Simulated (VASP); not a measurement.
# W (Im-3m) in VASP: further runs

Runs on W. Level: PBEsol. Tasks: single point.

All numbers are computed with VASP 6.6.1; they aren't measurements. Logs are shortened: lines on timing, memory, paths and dates and some standing lists are left out, and cuts for length are marked.

### Step 1. The cell of the first run

The structure is cubic, space group Im-3m (No. 229). The conventional cell has a = 3.154 Å, b = 3.154 Å, c = 3.154 Å, α = 90.00°, β = 90.00°, γ = 90.00°. Within 3.6 Å of W (site symmetry m-3m) lie 14 W at 2.73 to 3.15 Å.

### Step 2. Single point, PBEsol

The input, INCAR:

```
SYSTEM = W
  PREC = Accurate
  ENCUT = 520
  EDIFF = 1E-7
  ISMEAR = 0
  SIGMA = 0.1
  LREAL = .False.
  LASPH = .True.
  NELM = 80
  ALGO = Normal
  ISIF = 2
  LWAVE = .False.
  LCHARG = .True.
  GGA = PS
  LELF = .True.
  LVHAR = .True.
  NBANDS = 13
```

The input, KPOINTS:

```
regular mesh
0
Gamma
  18 18 18
  0 0 0
```

The input, POSCAR:

```
W
1.0
   -1.5771737556      1.5771737556      1.5771737556
    1.5771737556     -1.5771737556      1.5771737556
    1.5771737556      1.5771737556     -1.5771737556
W
1
Direct
    0.0000000000      0.0000000000      0.0000000000
```

Potentials or basis: VASP PAW PBE potentials, release 64 (W_sv).

On the command line:

```
cat potpaw_PBE.64/W_sv/POTCAR > POTCAR
mpirun -np 1 vasp_std > vasp.out
```

OUTCAR:

```text
SYSTEM = W
   PREC = Accurate
   ENCUT = 520
   EDIFF = 1E-7
   ISMEAR = 0
   LREAL = .False.
   LASPH = .True.
   NELM = 80
   ISIF = 2
   GGA = PS

 ion  position               nearest neighbor table
   1  0.000  0.000  0.000-

  LATTYP: Found a body centered cubic cell.
 ALAT       =     3.1543475112

  Lattice vectors:

 A1 = (  -1.5771737556,   1.5771737556,   1.5771737556)
 A2 = (   1.5771737556,  -1.5771737556,   1.5771737556)
 A3 = (   1.5771737556,   1.5771737556,  -1.5771737556)

Analysis of symmetry for initial positions (statically):
=====================================================================
 Subroutine PRICEL returns:
 Original cell was already a primitive cell.

 Routine SETGRP: Setting up the symmetry group for a
 body centered cubic supercell.

 Subroutine GETGRP returns: Found 48 space group operations
 (whereof 48 operations were pure point group operations)
 out of a pool of 48 trial point group operations.

The static configuration has the point symmetry O_h .

Analysis of symmetry for dynamics (positions and initial velocities):
=====================================================================
 Subroutine PRICEL returns:
 Original cell was already a primitive cell.

 Routine SETGRP: Setting up the symmetry group for a
 body centered cubic supercell.

 Subroutine GETGRP returns: Found 48 space group operations
 (whereof 48 operations were pure point group operations)
 out of a pool of 48 trial point group operations.

The dynamic configuration has the point symmetry O_h .

 Subroutine INISYM returns: Found 48 space group operations
 (whereof 48 operations are pure point group operations),
 and found     1 'primitive' translations

----------------------------------------------------------------------------------------

                                     Primitive cell

  volume of cell :      15.6927

  direct lattice vectors                    reciprocal lattice vectors
    -1.577173756  1.577173756  1.577173756     0.000000000  0.317022775  0.317022775
     1.577173756 -1.577173756  1.577173756     0.317022775  0.000000000  0.317022775
     1.577173756  1.577173756 -1.577173756     0.317022775  0.317022775  0.000000000

  length of vectors
     2.731745077  2.731745077  2.731745077     0.448337907  0.448337907  0.448337907

  position of ions in fractional coordinates (direct lattice)
     0.000000000  0.000000000  0.000000000

  ion indices of the primitive-cell ions
   primitive index   ion index
                 1           1

----------------------------------------------------------------------------------------

 KPOINTS: regular mesh

Automatic generation of k-mesh.
 Grid dimensions read from file:
 generate k-points for:   18   18   18

 Generating k-lattice:

  Cartesian coordinates                     Fractional coordinates (reciprocal lattice)
     0.000000000  0.017612376  0.017612376     0.055555556  0.000000000  0.000000000
     0.017612376  0.000000000  0.017612376     0.000000000  0.055555556  0.000000000
     0.017612376  0.017612376  0.000000000     0.000000000  0.000000000  0.055555556

  Length of vectors
     0.024907662  0.024907662  0.024907662

  Shift w.r.t. Gamma in fractional coordinates (k-lattice)
     0.000000000  0.000000000  0.000000000

 Subroutine IBZKPT returns following result:
 ===========================================

 Found    195 irreducible k-points:

 Following reciprocal coordinates:
            Coordinates               Weight
  0.000000  0.000000  0.000000      1.000000
  0.055556  0.000000  0.000000     12.000000
  0.111111  0.000000  0.000000     12.000000
  0.166667  0.000000  0.000000     12.000000
  0.222222  0.000000  0.000000     12.000000
  0.277778  0.000000  0.000000     12.000000
[... 16 lines left out ...]
  0.333333  0.111111 -0.000000     48.000000
  0.388889  0.111111 -0.000000     48.000000
 [... further k-points ...]
   k-points           NKPTS =    195   k-points in BZ     NKDIM =    195   number of bands    NBANDS=     13
   number of dos      NEDOS =    301   number of ions     NIONS =      1
   total plane-waves  NPLWV =   8000
   dimension x,y,z NGX =    20 NGY =   20 NGZ =   20
   dimension x,y,z NGXF=    40 NGYF=   40 NGZF=   40
   ions per type =               1
   NGX,Y,Z   is equivalent  to a cutoff of  12.17, 12.17, 12.17 a.u.
   NGXF,Y,Z  is equivalent  to a cutoff of  24.34, 24.34, 24.34 a.u.
 SYSTEM =  W
   PREC   = accura    normal or accurate (medium, high low for compatibility)
   ISTART =      0    job   : 0-new  1-cont  2-samecut
   ICHARG =      2    charge: 1-file 2-atom 10-const
   ISPIN  =      1    spin polarized calculation?
   LNONCOLLINEAR =      F non collinear calculations
   LSORBIT =      F    spin-orbit coupling
   LASPH  =      T    aspherical Exc in radial PAW
   ENCUT  =  520.0 eV  38.22 Ry    6.18 a.u.   5.08  5.08  5.08*2*pi/ulx,y,z
   NELM   =     80;   NELMIN=  2; NELMDL= -5     # of ELM steps
   EDIFF  = 0.1E-06   stopping-criterion for ELM
   LREAL  =      F    real-space projection
   EDIFFG = 0.1E-05   stopping-criterion for IOM
   NSW    =      0    number of steps for IOM
   IBRION =     -1    ionic relax: 0-MD 1-quasi-New 2-CG
   NFREE  =      0    steps in history (QN), initial steepest desc. (CG)
   ISIF   =      2    stress and relaxation
   ISYM   =      2    0-nonsym 1-usesym 2-fastsym
   POTIM  = 0.5000    time-step for ionic-motion
   TEBEG  =    0.0;   TEEND  =   0.0 temperature during run
   PSTRESS=    0.0 pullay stress
   NELECT =      14.0000    total number of electrons
   NUPDOWN=      -1.0000    fix difference up-down
   EMIN   =  10.00;   EMAX   =-10.00  energy-range for DOS
   EFERMI =   0.00;   METHOD = LEGACY
   ISMEAR =     0;   SIGMA  =   0.10  broadening in eV -4-tet -1-fermi 0-gaus
   EFERMI_NEDOS =   21; number of points for ismear=-14 and -15
   IALGO  =     38    algorithm
   IMIX   =      4    mixing-type and parameters
     AMIX     =   0.40;   BMIX     =  1.00
     AMIX_MAG =   1.60;   BMIX_MAG =  1.00
  volume/ion in A,a.u.               =      15.69       105.90
  Fermi-wavevector in a.u.,A,eV,Ry     =   1.575982  2.978174 33.793060  2.483720
  Thomas-Fermi vector in A             =   2.676884
   LORBIT       =      0    0 simple, 1 ext, 2 COOP (PROOUT), +10 PAW based schemes
   GGA     = PS    functional components
   LHFCALC =     F    Hartree Fock is set to
   AEXX    =    0.0000 exact exchange contribution
   IVDW    =     0    specifies the selected vdW correction
   LEPSILON=     F    determine dielectric tensor
   LRPA    =     F    only Hartree local field effects (RPA)
 non-spin polarized calculation
 Gauss-broadening in eV      SIGMA  =   0.10
  energy-cutoff  :      520.00
  volume of cell :       15.69
 maximum number of plane-waves:       434
   NGX = 11   NGY = 11   NGZ = 11

 number of electron      14.0000005 magnetization

 Free energy of the ion-electron system (eV)
  ---------------------------------------------------
  ext. energy  EPLUGINS =         0.00000000
  ---------------------------------------------------
  free energy    TOTEN  =       -13.80151827 eV

  energy without entropy =      -13.79808503  energy(sigma->0) =      -13.79980165

 E-fermi :  11.4129     XC(G=0): -13.8180

 val. band max:       11.4044050527   @ k =  -0.1667   0.1667   0.0556
 cond. band min:      11.4137986625   @ k =  -0.2778   0.3333   0.2222
 fundamental gap:      0.0093936098
 Fermi energy:        11.4129166705

 k-point     1 :       0.0000    0.0000    0.0000
  band No.  band energies     occupation
      1     -62.7099      2.00000
      2     -26.2526      2.00000
      3     -26.2526      2.00000
      4     -26.2526      2.00000
      5       1.7118      2.00000
      6      10.1702      2.00000
      7      10.1702      2.00000
      8      10.1702      2.00000
      9      13.6815      0.00000
     10      13.6815      0.00000
     11      25.9853      0.00000
     12      25.9853      0.00000
     13      25.9853      0.00000

 k-point     2 :       0.0556    0.0000    0.0000
  band No.  band energies     occupation
      1     -62.7056      2.00000
      2     -26.2965      2.00000
      3     -26.2663      2.00000
      4     -26.2529      2.00000
      5       1.8640      2.00000
      6      10.0770      2.00000
      7      10.1497      2.00000
      8      10.3169      2.00000
      9      13.5302      0.00000
     10      13.6821      0.00000
     11      26.1169      0.00000
     12      26.2435      0.00000
     13      26.3650      0.00000

 k-point     3 :       0.1111    0.0000    0.0000
  band No.  band energies     occupation
      1     -62.6935      2.00000
      2     -26.4213      2.00000
      3     -26.3052      2.00000
      4     -26.2535      2.00000
      5       2.3032      2.00000
      6       9.8196      2.00000
      7      10.0600      2.00000
      8      10.7523      2.00000
      9      13.2078      0.00000
     10      13.6918      0.00000
     11      26.4489      0.00000
     12      26.9943      0.00000
     13      27.3367      0.00000
[... 305 lines left out ...]
 k-point    23 :       0.3333    0.1111   -0.0000
  band No.  band energies     occupation
      1     -62.5804      2.00000
      2     -27.4164      2.00000
      3     -26.6781      2.00000
      4     -26.3182      2.00000
      5       5.5249      2.00000
      6       8.0989      2.00000
      7      10.1068      2.00000
      8      13.3781      0.00000
      9      14.5758      0.00000
     10      16.8918      0.00000
     11      23.5601      0.00000
     12      24.8772      0.00000
     13      29.4233      0.00000

 k-point    24 :       0.3889    0.1111   -0.0000
  band No.  band energies     occupation
      1     -62.5688      2.00000
      2     -27.5079      2.00000
      3     -26.7233      2.00000
      4     -26.3198      2.00000
      5       5.5135      2.00000
      6       7.9557      2.00000
      7      10.8526      2.00000
      8      13.4624      0.00000
      9      14.8140      0.00000
     10      17.9568      0.00000
     11      22.4754      0.00000
     12      24.0564      0.00000
     13      28.3955      0.00000

 [... further k-points ...]
[... 5 lines left out ...]
  --------------------------------------------------------------------------------------
  -------------------------------------------------------------------------------------
  Total        0.0631442      0.0631442      0.0631442      0.0000000     -0.0000000      0.0000000
  in kB        6.4468223      6.4468223      6.4468223      0.0000000     -0.0000000      0.0000000
  external PRESSURE =       6.4468223 kB  Pullay stress =       0.0000000 kB

 VOLUME and BASIS-vectors are now :
 -----------------------------------------------------------------------------
  energy-cutoff  :      520.00
  volume of cell :       15.69
      direct lattice vectors                 reciprocal lattice vectors
    -1.577173756  1.577173756  1.577173756     0.000000000  0.317022775  0.317022775
     1.577173756 -1.577173756  1.577173756     0.317022775  0.000000000  0.317022775
     1.577173756  1.577173756 -1.577173756     0.317022775  0.317022775  0.000000000

 POSITION                                       TOTAL-FORCE (eV/Angst)
 -----------------------------------------------------------------------------------
      0.00000      0.00000      0.00000         0.000000      0.000000     -0.000000
 -----------------------------------------------------------------------------------
    total drift:                                0.000000     -0.000000     -0.000000

  FREE ENERGIE OF THE ION-ELECTRON SYSTEM (eV)
  ---------------------------------------------------
  free  energy   TOTEN  =       -13.8015182720 eV

  energy  without entropy=      -13.7980850299  energy(sigma->0) =      -13.79980165
```

Wall time 26 s (1 thread of Intel Xeon Platinum 8259CL at 2.50GHz (Skylake/Cascade Lake), shared host); peak memory 0.15 GiB.

What came out:

| Property | Result |
| --- | --- |
| Free energy | -13.8015 eV |
| Pressure | 0.6 GPa |
| Band gap on the k mesh | zero (band 7 reaches 16.67 eV, above the bottom of band 8 at 10.17 eV) |

Caveat: the PAW data sets were made with another functional, which shifts forces and pressure a little; spin-orbit coupling is left out, which moves the levels of the heavy elements.

### Step 3. Single point, PBEsol (volume scaled by 0.88)

The input, INCAR:

```
SYSTEM = W
  PREC = Accurate
  ENCUT = 520
  EDIFF = 1E-7
  ISMEAR = 0
  SIGMA = 0.1
  LREAL = .FALSE.
  LASPH = .TRUE.
  NELM = 60
  ALGO = Normal
  ISIF = 2
  LWAVE = .FALSE.
  LCHARG = .FALSE.
  GGA = PS
  NBANDS = 13
```

The input, KPOINTS:

```
regular mesh
0
G
  18 18 18
  0 0 0
```

The input, POSCAR:

```
W
1.0
   -1.5113803300      1.5113803300      1.5113803300
    1.5113803300     -1.5113803300      1.5113803300
    1.5113803300      1.5113803300     -1.5113803300
W
1
Direct
    0.0000000000      0.0000000000      0.0000000000
```

Potentials or basis: VASP PAW PBE potentials, release 64 (W_sv).

On the command line:

```
cat potpaw_PBE.64/W_sv/POTCAR > POTCAR
mpirun -np 1 vasp_std > vasp.out
```

Run time: 17 s. Hardware: 1 thread of Intel Xeon 6975P-C, shared host; peak memory 0.15 GiB.

Results (log left out):

- Free energy: -13.5037 eV
- Pressure: 55.2 GPa
- Band gap on the k mesh: zero (band 7 reaches 19.63 eV, above the bottom of band 8 at 11.87 eV)

Levels at points of the mesh, in eV from the Fermi level:
| k point | band 3 | band 4 | band 5 | band 6 | band 7 | band 8 | band 9 | band 10 | band 11 | band 12 |
| --- | --- | --- | --- | --- | --- | --- | --- | --- | --- | --- |
| (0.00, 0.00, 0.00) | -37.30 | -37.30 | -10.39 | -1.50 | -1.50 | -1.50 | 2.56 | 2.56 | 14.83 | 14.83 |
| (0.50, 0.00, 0.00) | -37.93 | -37.32 | -7.26 | -4.32 | 1.31 | 2.57 | 3.73 | 7.51 | 11.84 | 13.53 |
| (0.50, 0.50, 0.50) | -38.68 | -38.68 | -7.07 | -7.07 | 6.25 | 6.25 | 6.25 | 9.49 | 9.49 | 9.49 |

Caveat: the PAW data sets were made with another functional, which shifts forces and pressure a little; spin-orbit coupling is left out, which moves the levels of the heavy elements.

(Part 1 of 2 ends here.)
